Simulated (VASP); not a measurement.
# CuI (F-43m) in VASP: a series of runs, part 3 of 3

VASP 6.6.1.

**6. Single point, PBEsol-based screened hybrid with 25 % exact exchange**

POSCAR reads:

```
CuI
1.0
    0.0000000000      3.0315000000      3.0315000000
    3.0315000000      0.0000000000      3.0315000000
    3.0315000000      3.0315000000      0.0000000000
I Cu
1 1
Direct
    0.0000000000      0.0000000000      0.0000000000
    0.7500000000      0.7500000000      0.7500000000
```

INCAR.step1 reads:

```
PREC     = Accurate       # precision mode
ENCUT    = 520            # plane-wave cutoff, eV
EDIFF    = 1E-5           # SCF threshold, eV
ISMEAR   = -1             # smearing method
SIGMA    = 0.05           # smearing width, eV
LREAL    = False          # projectors in reciprocal space
LASPH    = True           # aspherical terms in the spheres
NELM     = 100            # most SCF steps
ALGO     = Normal         # electronic algorithm
ISIF     = 2              # what is computed and relaxed
LWAVE    = True           # write WAVECAR
NBANDS   = 16             # bands
GGA      = PE             # functional
```

INCAR.step2 reads:

```
PREC     = Accurate       # precision mode
ENCUT    = 520            # plane-wave cutoff, eV
EDIFF    = 1E-7           # SCF threshold, eV
ISMEAR   = -1             # smearing method
SIGMA    = 0.05           # smearing width, eV
LREAL    = False          # projectors in reciprocal space
LASPH    = True           # aspherical terms in the spheres
NELM     = 100            # most SCF steps
ALGO     = Normal         # electronic algorithm
ISIF     = 2              # what is computed and relaxed
LWAVE    = False          # write WAVECAR
LCHARG   = True           # write CHGCAR
GGA      = PS             # functional
LHFCALC  = True           # exact exchange
AEXX     = 0.25           # exact-exchange fraction
HFSCREEN = 0.207          # screening, 1/A
PRECFOCK = Normal       
LELF     = True           # ELF
LVHAR    = True         
NBANDS   = 16             # bands
ISTART   = 1
```

KPOINTS reads:

```
regular mesh
0
Gamma
  4 4 4
```

Potentials or basis: VASP PAW PBE potentials, release 64 (I, Cu).

Command:

```console
> cat potpaw_PBE.64/I/POTCAR potpaw_PBE.64/Cu/POTCAR > POTCAR
> cp INCAR.step1 INCAR
> mpirun -np 1 vasp_std > vasp.out
> cp INCAR.step2 INCAR
> mpirun -np 1 vasp_std > vasp.out
```

OUTCAR:

```text
PREC = Accurate
   ENCUT = 520
   EDIFF = 1E-7
   ISMEAR = -1
   LREAL = False
   LASPH = True
   NELM = 100
   ISIF = 2
   GGA = PS
   LHFCALC = True
   AEXX = 0.25
   HFSCREEN = 0.207
   PRECFOCK = Normal
   ISTART = 1

 ion  position               nearest neighbor table
   1  0.000  0.000  0.000-   2 2.63   2 2.63   2 2.63   2 2.63
   2  0.750  0.750  0.750-   1 2.63   1 2.63   1 2.63   1 2.63

  LATTYP: Found a face centered cubic cell.
 ALAT       =     6.0630000000

  Lattice vectors:

 A1 = (   0.0000000000,   3.0315000000,   3.0315000000)
 A2 = (   3.0315000000,   0.0000000000,   3.0315000000)
 A3 = (   3.0315000000,   3.0315000000,   0.0000000000)

Analysis of symmetry for initial positions (statically):
=====================================================================
 Subroutine PRICEL returns:
 Original cell was already a primitive cell.

 Routine SETGRP: Setting up the symmetry group for a
 face centered cubic supercell.

 Subroutine GETGRP returns: Found 24 space group operations
 (whereof 24 operations were pure point group operations)
 out of a pool of 48 trial point group operations.

The static configuration has the point symmetry T_d .

Analysis of symmetry for dynamics (positions and initial velocities):
=====================================================================
 Subroutine PRICEL returns:
 Original cell was already a primitive cell.

 Routine SETGRP: Setting up the symmetry group for a
 face centered cubic supercell.

 Subroutine GETGRP returns: Found 24 space group operations
 (whereof 24 operations were pure point group operations)
 out of a pool of 48 trial point group operations.

The dynamic configuration has the point symmetry T_d .

 Subroutine INISYM returns: Found 24 space group operations
 (whereof 24 operations are pure point group operations),
 and found     1 'primitive' translations

----------------------------------------------------------------------------------------

                                     Primitive cell

  volume of cell :      55.7189

  direct lattice vectors                    reciprocal lattice vectors
     0.000000000  3.031500000  3.031500000    -0.164934851  0.164934851  0.164934851
     3.031500000  0.000000000  3.031500000     0.164934851 -0.164934851  0.164934851
     3.031500000  3.031500000  0.000000000     0.164934851  0.164934851 -0.164934851

  length of vectors
     4.287188414  4.287188414  4.287188414     0.285675541  0.285675541  0.285675541

  position of ions in fractional coordinates (direct lattice)
     0.000000000  0.000000000  0.000000000
     0.750000000  0.750000000  0.750000000

  ion indices of the primitive-cell ions
   primitive index   ion index
                 1           1
                 2           2

----------------------------------------------------------------------------------------

 KPOINTS: regular mesh

Automatic generation of k-mesh.
 Grid dimensions read from file:
 generate k-points for:    4    4    4

 Generating k-lattice:

  Cartesian coordinates                     Fractional coordinates (reciprocal lattice)
    -0.041233713  0.041233713  0.041233713     0.250000000  0.000000000  0.000000000
     0.041233713 -0.041233713  0.041233713     0.000000000  0.250000000  0.000000000
     0.041233713  0.041233713 -0.041233713     0.000000000  0.000000000  0.250000000

  Length of vectors
     0.071418885  0.071418885  0.071418885

  Shift w.r.t. Gamma in fractional coordinates (k-lattice)
     0.000000000  0.000000000  0.000000000

 Subroutine IBZKPT returns following result:
 ===========================================

 Found      8 irreducible k-points:

 Following reciprocal coordinates:
            Coordinates               Weight
  0.000000  0.000000  0.000000      1.000000
  0.250000  0.000000  0.000000      8.000000
  0.500000  0.000000  0.000000      4.000000
  0.250000  0.250000  0.000000      6.000000
  0.500000  0.250000  0.000000     24.000000
 -0.250000  0.250000  0.000000     12.000000
  0.500000  0.500000  0.000000      3.000000
 -0.250000  0.500000  0.250000      6.000000
   k-points           NKPTS =      8   k-points in BZ     NKDIM =     64   number of bands    NBANDS=     16
   number of dos      NEDOS =    301   number of ions     NIONS =      2
   total plane-waves  NPLWV =  32768
   dimension x,y,z NGX =    32 NGY =   32 NGZ =   32
   dimension x,y,z NGXF=    64 NGYF=   64 NGZF=   64
   ions per type =               1   1
   NGX,Y,Z   is equivalent  to a cutoff of  12.41, 12.41, 12.41 a.u.
   NGXF,Y,Z  is equivalent  to a cutoff of  24.82, 24.82, 24.82 a.u.
 SYSTEM =  unknown system
   PREC   = accura    normal or accurate (medium, high low for compatibility)
   ISTART =      1    job   : 0-new  1-cont  2-samecut
   ICHARG =      0    charge: 1-file 2-atom 10-const
   ISPIN  =      1    spin polarized calculation?
   LNONCOLLINEAR =      F non collinear calculations
   LSORBIT =      F    spin-orbit coupling
   LASPH  =      T    aspherical Exc in radial PAW
   ENCUT  =  520.0 eV  38.22 Ry    6.18 a.u.   7.97  7.97  7.97*2*pi/ulx,y,z
   NELM   =    100;   NELMIN=  2; NELMDL=  0     # of ELM steps
   EDIFF  = 0.1E-06   stopping-criterion for ELM
   LREAL  =      F    real-space projection
   EDIFFG = 0.1E-05   stopping-criterion for IOM
   NSW    =      0    number of steps for IOM
   IBRION =     -1    ionic relax: 0-MD 1-quasi-New 2-CG
   NFREE  =      0    steps in history (QN), initial steepest desc. (CG)
   ISIF   =      2    stress and relaxation
   ISYM   =      3    0-nonsym 1-usesym 2-fastsym
   POTIM  = 0.5000    time-step for ionic-motion
   TEBEG  =    0.0;   TEEND  =   0.0 temperature during run
   PSTRESS=    0.0 pullay stress
   NELECT =      18.0000    total number of electrons
   NUPDOWN=      -1.0000    fix difference up-down
   EMIN   =  10.00;   EMAX   =-10.00  energy-range for DOS
   EFERMI =   0.00;   METHOD = LEGACY
   ISMEAR =    -1;   SIGMA  =   0.05  broadening in eV -4-tet -1-fermi 0-gaus
   EFERMI_NEDOS =   21; number of points for ismear=-14 and -15
   IALGO  =     38    algorithm
   IMIX   =      1    mixing-type and parameters
     AMIX     =   0.40;   BMIX     =  1.00
     AMIX_MAG =   1.60;   BMIX_MAG =  1.00
  volume/ion in A,a.u.               =      27.86       188.00
  Fermi-wavevector in a.u.,A,eV,Ry     =   1.123306  2.122741 17.168055  1.261816
  Thomas-Fermi vector in A             =   2.259971
   LORBIT       =      0    0 simple, 1 ext, 2 COOP (PROOUT), +10 PAW based schemes
   GGA     = PS    functional components
   LHFCALC =     T    Hartree Fock is set to
   PRECFOCK=normal    Normal, Fast or Accurate (Low or Medium for compatibility)
   ENCUT4O =  -1.0   cutoff for four orbital integrals eV
   NKREDX  =     1    reduce k-point grid by
   NKREDY  =     1    reduce k-point grid by
   NKREDZ  =     1    reduce k-point grid by
   AEXX    =    0.2500 exact exchange contribution
   HFSCREEN=    0.2070 screening length (either q_TF or 0.3 A-1)
   HFSCREENC=   0.2070 screening length for correlation (either q_TF or 0.3 A-1)
   ENCUTFOCK=  -1.0 apply spherical cutoff to Coloumb kernel
   IVDW    =     0    specifies the selected vdW correction
   LEPSILON=     F    determine dielectric tensor
   LRPA    =     F    only Hartree local field effects (RPA)
 non-spin polarized calculation
  energy-cutoff  :      520.00
  volume of cell :       55.72
 maximum number of plane-waves:      1524
  NGX = 24; NGY = 24; NGZ = 24

 number of electron      18.0000015 magnetization

 Free energy of the ion-electron system (eV)
  ---------------------------------------------------
  ext. energy  EPLUGINS =         0.00000000
  ---------------------------------------------------
  free energy    TOTEN  =        -6.95052191 eV

  energy without entropy =       -6.95052191  energy(sigma->0) =       -6.95052191

 E-fermi :   4.4761     XC(G=0):  -7.5675

 val. band max:        3.3709030972   @ k =   0.0000   0.0000   0.0000
 cond. band min:       5.8352222114   @ k =   0.0000   0.0000   0.0000
 fundamental gap:      2.4643191141
 Fermi energy:         4.4760934618

 k-point     1 :       0.0000    0.0000    0.0000
  band No.  band energies     occupation
      1     -11.3829      2.00000
      2      -0.6279      2.00000
      3      -0.6279      2.00000
      4      -0.6279      2.00000
      5       0.8561      2.00000
      6       0.8561      2.00000
[... 129 lines left out ...]
      3      -1.2450      2.00000
      4      -0.4402      2.00000
      5       0.7837      2.00000
      6       0.9504      2.00000
[... 8 lines left out ...]
     15      16.6536      0.00000
     16      16.9152      0.00000

------------------------ aborting loop because EDIFF is reached ----------------------------------------

  FORCE on cell =-STRESS in cart. coord.  units (eV):
  Direction    XX          YY          ZZ          XY          YZ          ZX
  --------------------------------------------------------------------------------------
  -------------------------------------------------------------------------------------
  Total       -0.4775952     -0.4775952     -0.4775952     -0.0000000      0.0000000     -0.0000000
  in kB      -13.7330757    -13.7330757    -13.7330757     -0.0000000      0.0000000     -0.0000000
  external PRESSURE =     -13.7330757 kB  Pullay stress =       0.0000000 kB

 VOLUME and BASIS-vectors are now :
 -----------------------------------------------------------------------------
  energy-cutoff  :      520.00
  volume of cell :       55.72
      direct lattice vectors                 reciprocal lattice vectors
     0.000000000  3.031500000  3.031500000    -0.164934851  0.164934851  0.164934851
     3.031500000  0.000000000  3.031500000     0.164934851 -0.164934851  0.164934851
     3.031500000  3.031500000  0.000000000     0.164934851  0.164934851 -0.164934851

 POSITION                                       TOTAL-FORCE (eV/Angst)
 -----------------------------------------------------------------------------------
      0.00000      0.00000      0.00000        -0.000000     -0.000000     -0.000000
      4.54725      4.54725      4.54725         0.000000      0.000000      0.000000
 -----------------------------------------------------------------------------------
    total drift:                                0.000015      0.000024      0.000018

  FREE ENERGIE OF THE ION-ELECTRON SYSTEM (eV)
  ---------------------------------------------------
  free  energy   TOTEN  =        -6.9505219136 eV

  energy  without entropy=       -6.9505219136  energy(sigma->0) =       -6.95052191
```

It took 9 min on 1 thread of AMD EPYC 7R13 (Zen 3), shared host; peak memory 0.25 GiB.

Results:

| Item | Value |
| --- | --- |
| Free energy | -6.9505 eV |
| Pressure | -1.4 GPa |
| Band gap on the k mesh | 2.46 eV |

Caveat: the k points lie up to 0.45 Å⁻¹ apart; the PAW data sets were made with another functional, which shifts forces and pressure a little; spin-orbit coupling is left out, which moves the levels of the heavy elements.

**7. The runs side by side**

```tsv
task	level	cell	k mesh	cutoff (eV)	grid for exact exchange (PRECFOCK)	share of exact exchange	screening parameter	gap on the mesh (eV)	pressure (GPa)	relaxed volume (Å³/atom)
relaxation of cell and atoms	PBE+D3(BJ)	relaxed from a = 4.287 Å, angles 60.0°, 2 atoms	8 × 8 × 8	600	-	-	-	1.27	0.0	26.65
relaxation of cell and atoms	PBE+D4	relaxed from a = 4.287 Å, angles 60.0°, 2 atoms	8 × 8 × 8	600	-	-	-	1.27	0.0	26.64
single point	PBEsol-based screened hybrid with 25 % exact exchange	a = 4.241 Å, angles 60.0°, 2 atoms	4 × 4 × 4	520	Normal	0.25	0.207 1/Å	2.53	-0.1	-
single point	PBEsol-based global hybrid with 25 % exact exchange	a = 4.287 Å, angles 60.0°, 2 atoms	4 × 4 × 4	520	Normal	0.25	-	3.19	-1.6	-
single point	PBEsol-based screened hybrid with 25 % exact exchange	a = 4.287 Å, angles 60.0°, 2 atoms	4 × 4 × 4	520	Normal	0.25	0.207 1/Å	2.46	-1.4	-
```

Alike in all rows: potentials or basis VASP PAW PBE potentials, release 64 (I, Cu); no spin polarisation; smearing fermi-dirac 0.05 eV.

Caveats: some runs use coarse meshes; spin-orbit coupling is left out, which moves the levels of the heavy elements; the PAW data sets were made with another functional, which shifts forces and pressure a little (at least some runs).

Total energies depend on the potentials used, so only differences within one code and one set of settings carry meaning.
